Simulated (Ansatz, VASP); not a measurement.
## NaCl: VASP beside Ansatz

POSCAR

```
NaCl
1.0
    0.0000000000      2.8883850000      2.8317500000
    2.8317500000      0.0000000000      2.8317500000
    2.8317500000      2.8883850000      0.0000000000
Na Cl
1 1
Direct
    0.0000000000      0.0000000000      0.0000000000
    0.5000000000      0.5000000000      0.5000000000
```

INCAR.step1

```
SYSTEM = NaCl
PREC     = Accurate       ! precision mode
ENCUT    = 520            ! plane-wave cutoff, eV
ISMEAR   = 0              ! smearing method
SIGMA    = 0.05           ! smearing width, eV
LREAL    = .False.        ! projectors in reciprocal space
LASPH    = .True.         ! aspherical terms in the spheres
NELM     = 80             ! most SCF steps
NBANDS   = 14             ! bands
GGA      = PE             ! functional
ALGO     = Normal         ! electronic algorithm
EDIFF    = 1E-4           ! SCF threshold, eV
LWAVE    = .True.         ! write WAVECAR
LCHARG   = .False.        ! write CHGCAR
```

INCAR.step2

```
SYSTEM = NaCl
PREC     = Accurate       ! precision mode
ENCUT    = 520            ! plane-wave cutoff, eV
EDIFF    = 1E-7           ! SCF threshold, eV
ISMEAR   = 0              ! smearing method
SIGMA    = 0.05           ! smearing width, eV
LREAL    = .False.        ! projectors in reciprocal space
LASPH    = .True.         ! aspherical terms in the spheres
NELM     = 80             ! most SCF steps
ALGO     = Normal         ! electronic algorithm
ISIF     = 2              ! what is computed and relaxed
LWAVE    = .False.        ! write WAVECAR
LCHARG   = .False.        ! write CHGCAR
METAGGA  = R2SCAN         ! meta-GGA
LMIXTAU  = .True.       
NBANDS   = 14             ! bands
ISTART   = 1
```

KPOINTS

```
Automatic mesh
0
Gamma
  8 8 8
  0 0 0
```

Input for Ansatz:

```yaml
crystal:
  lattice:
    - [0.0, 2.888385, 2.83175]
    - [2.83175, 0.0, 2.83175]
    - [2.83175, 2.888385, 0.0]
  atoms:
    - { symbol: Na, position: [0.0, 0.0, 0.0] }
    - { symbol: Cl, position: [0.5, 0.5, 0.5] }
basis:
  ecutwfc: 500
kpoints:
  mp_grid: { grid: [8, 8, 8] }
hamiltonian:
  xc: r2scan
scf:
  occupations: { method: gaussian, width: 0.05 }
output:
  forces: true
  stress: true
  eigenvalues: true
```

Change from the starting cell: strain +0.0200 x Voigt [0, 1, 0, 0, 0, 0], atoms carried along.

Alike in both runs: task single point; functional r2SCAN; k mesh 8 × 8 × 8; occupations gaussian, width 0.05 eV; no spin polarisation.

|  | VASP | Ansatz |
| --- | --- | --- |
| version | VASP 6.6.1 | Ansatz 0.2.0 |
| potentials or method | VASP PAW PBE potentials, release 64 (Na_pv, Cl), cutoff 520 eV | scalar-relativistic, plane waves, PAW |
| valence electrons in the cell | 14 | 16 |

VASP gave:

| Quantity | Value |
| --- | --- |
| gap on the k mesh at the Fermi level (eV) | 5.78 |
| least direct gap on the mesh (eV) | 5.78 |
| pressure (GPa) | -1.4 |
| traceless stress, the component that is largest in VASP (GPa) | -0.47 |

Q: Which values does Ansatz return?

A: gap on the k mesh at the Fermi level (eV): 5.76; least direct gap on the mesh (eV): 5.76; pressure (GPa): -1.2; traceless stress, the component that is largest in VASP (GPa): -0.45.

VASP's potentials were made for PBE, not for r2SCAN. VASP's potentials hold 14 valence electrons a cell and Ansatz's 16, so a difference there can come from the potentials and not from the codes.
